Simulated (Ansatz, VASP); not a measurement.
## Two plane-wave programs on BaTiO3

```
Ba Ti O
1.0
     2.84005    1.63971    2.33143
    -2.84005    1.63971    2.33143
     0.00000   -3.27941    2.33143
Ba Ti O
1 1 3
Direct
  0.01708 0.01708 0.01708
  0.51625 0.51625 0.51625
  0.48975 0.48975 0.98016
  0.48975 0.98016 0.48975
  0.98016 0.48975 0.48975
```

Change from the starting cell: all Ba atoms moved -0.100 Å, as atom 1 towards its neighbour atom 2 (Ti) at 3.403 Å.

Alike in both runs: task single point; functional r2SCAN; k mesh 6 × 6 × 6; occupations gaussian, width 0.05 eV; no spin polarisation.

|  | VASP | Ansatz |
| --- | --- | --- |
| version | VASP 6.6.1 | Ansatz 0.2.0 |
| potentials or method | VASP PAW PBE potentials, release 64 (Ba_sv, Ti_sv, O), cutoff 520 eV | scalar-relativistic, plane waves, PAW |
| valence electrons in the cell | 40 | 40 |

|  | VASP | Ansatz | Ansatz less VASP |
| --- | --- | --- | --- |
| gap on the k mesh at the Fermi level (eV) | 2.86 | 2.87 | +0.013 |
| least direct gap on the mesh (eV) | 3.34 | 3.32 | -0.022 |
| pressure (GPa) | 2.5 | 0.5 | -1.96 |
| traceless stress, the component that is largest in VASP (GPa) | 0.42 | 0.45 | +0.026 |
| rms of the force components (eV/Å) | 0.219 | 0.197 | -0.0224 |

VASP's potentials were made for PBE, not for r2SCAN. Atom by atom the forces differ by 0.068 eV/Å (rms over components). With one functional, cell and mesh, what is left measures potentials, basis and numerics.

Spin-orbit coupling is off throughout.
